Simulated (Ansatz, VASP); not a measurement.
One calculation of Al, two programs

The input INCAR:

```
ALGO = Normal
EDIFF = 1E-7
ENCUT = 520
ISIF = 2
ISMEAR = -1
LASPH = T
LCHARG = T
LELF = T
LREAL = F
LVHAR = T
LWAVE = F
NBANDS = 10
NELM = 60
PREC = Accurate
SIGMA = 0.05
```

File KPOINTS:

```
k-points
0
Gamma
  11 11 6
```

File POSCAR:

```
Al
1.0
    2.8494655872      0.0000000000      0.0000000000
   -1.4247327935      2.4677095857      0.0000000000
    0.0000000000      0.0000000000      4.9308948445
Al
2
Direct
    0.3333333333      0.6666666667      0.2500000000
    0.6666666667      0.3333333333      0.7500000000
```

The input input.yaml:

```yaml
crystal:
  lattice:
    - [2.8494655872, 0.0, 0.0]
    - [-1.4247327935, 2.4677095857, 0.0]
    - [0.0, 0.0, 4.9308948445]
  atoms:
    - { symbol: Al, position: [0.3333333333, 0.6666666667, 0.25] }
    - { symbol: Al, position: [0.6666666667, 0.3333333333, 0.75] }
kpoints:
  mp_grid: { grid: [11, 11, 6] }
scf:
  occupations: { method: fermi_dirac, width: 0.05 }
hamiltonian:
  xc: lda
  pseudopotentials: { kind: all_electron, lapw: { basis_error: 0.001 } }
output:
  forces: true
  stress: true
  eigenvalues: true
```

Change from the starting cell: volume scaled by 1.04.

Alike in both runs: task single point; functional LDA; k mesh 11 × 11 × 6; occupations fermi-dirac, width 0.05 eV; no spin polarisation.

```csv
,VASP,Ansatz
version,VASP 6.6.1,Ansatz 0.2.0
potentials or method,"VASP PAW LDA potentials, release 64 (Al), cutoff 520 eV","all-electron LAPW, scalar-relativistic"
```

```csv
,VASP,Ansatz,Ansatz less VASP
gap on the k mesh at the Fermi level (eV),none,none,-
pressure (GPa),-5.4,-5.4,-0.01
"traceless stress, the component that is largest in VASP (GPa)",-2.17,-2.16,+0.012
```

LDA's correlation is that of Perdew and Zunger in VASP and of Perdew and Wang (1992) in Ansatz. A gap of «none» marks a metal or a gap that the smearing closes. Ansatz ran all-electron here, and VASP with PAW potentials.
